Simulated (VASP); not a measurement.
A run of VASP 6.6.1 is set up as follows.

The input INCAR:

```
  PREC = Accurate
  ENCUT = 520
  EDIFF = 1E-6
  ISMEAR = -1
  SIGMA = 0.05
  LREAL = False
  LASPH = True
  NELM = 80
  ALGO = Normal
  ISIF = 2
  LWAVE = False
  LCHARG = True
  GGA = PE
  IVDW = 12
  LELF = True
  LVHAR = True
  NBANDS = 63
```

KPOINTS

```
Automatic mesh
0
Gamma
  4 4 4
```

File POSCAR:

```
HfIn4SiO6
1.0
    2.4000856500     -8.0260817344     -0.0180735114
    2.4000856500      8.0260817344     -0.0180735114
   -1.0113388431      0.0000000000      4.6978939880
Hf In Si O
1 4 1 6
Direct
    0.0000000000      0.0000000000      0.0000000000
    0.6639347237      0.3360652763      0.0000000000
    0.1629105390      0.8370894610      0.5000000000
    0.3360652763      0.6639347237      0.0000000000
    0.8370894610      0.1629105390      0.5000000000
    0.5000000000      0.5000000000      0.5000000000
    0.7300797757      0.7300797757      0.2702395805
    0.2699202243      0.2699202243      0.7297604195
    0.1945975762      0.3581890023      0.2765591181
    0.6418109977      0.8054024238      0.7234408819
    0.8054024238      0.6418109977      0.7234408819
    0.3581890023      0.1945975762      0.2765591181
```

Potentials or basis: VASP PAW PBE potentials, release 64 (Hf_pv, In_d, Si, O).

The run is started by

```bash
$ cat potpaw_PBE.64/Hf_pv/POTCAR potpaw_PBE.64/In_d/POTCAR potpaw_PBE.64/Si/POTCAR potpaw_PBE.64/O/POTCAR > POTCAR
$ mpirun -np 1 vasp_std > vasp.out
```

(1) What does it give for the dispersion energy per atom?

(2) Estimate the largest force.

(3) Predict the pressure.

Answers

(1) -0.238 eV.

(2) 0.206 eV/Å.

(3) -0.9 GPa.

Caveat: three body term missing.
